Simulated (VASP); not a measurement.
A run of VASP 6.6.1 is set up as follows.

The input INCAR:

```
SYSTEM = Be2Si
PREC = Accurate
ENCUT = 520
EDIFF = 1E-6
ISMEAR = 0
SIGMA = 0.1
LREAL = .False.
LASPH = .True.
NELM = 80
ALGO = Normal
ISIF = 2
LWAVE = .False.
LCHARG = .True.
LDIPOL = .True.
IDIPOL = 3
DIPOL = 0.5 0.5 0.287
GGA = PE
IVDW = 12
LELF = .True.
LVHAR = .True.
LVACPOTAV = .True.
NBANDS = 17
```

Contents of KPOINTS:

```
regular mesh
0
Gamma
  6 6 1
  0 0 0
```

POSCAR

```
Be2Si
1.0
    3.6151144725      0.0000000000      0.0000000000
   -1.8075572362      3.1307809707      0.0000000000
    0.0000000000      0.0000000000     33.1038804800
Be Si
4 2
Direct
    0.0000000000      0.0000000000      0.2678962326
    0.3333333333      0.6666666667      0.2485947993
    0.6666666667      0.3333333333      0.3060546071
    0.3333333333      0.6666666667      0.3253560404
    0.6666666667      0.3333333333      0.2309771405
    0.0000000000      0.0000000000      0.3429736992
```

Potentials or basis: VASP PAW PBE potentials, release 64 (Be, Si).

The run is started by

```bash
$ cat potpaw_PBE.64/Be/POTCAR potpaw_PBE.64/Si/POTCAR > POTCAR
$ mpirun -np 1 vasp_std > vasp.out
```

(1) Predict the work function of the upper face.

(2) Predict the band gap on the k mesh.

## Answers

(1) 4.74 eV.

(2) zero (bands 8 and 9 overlap by 1.00 eV).
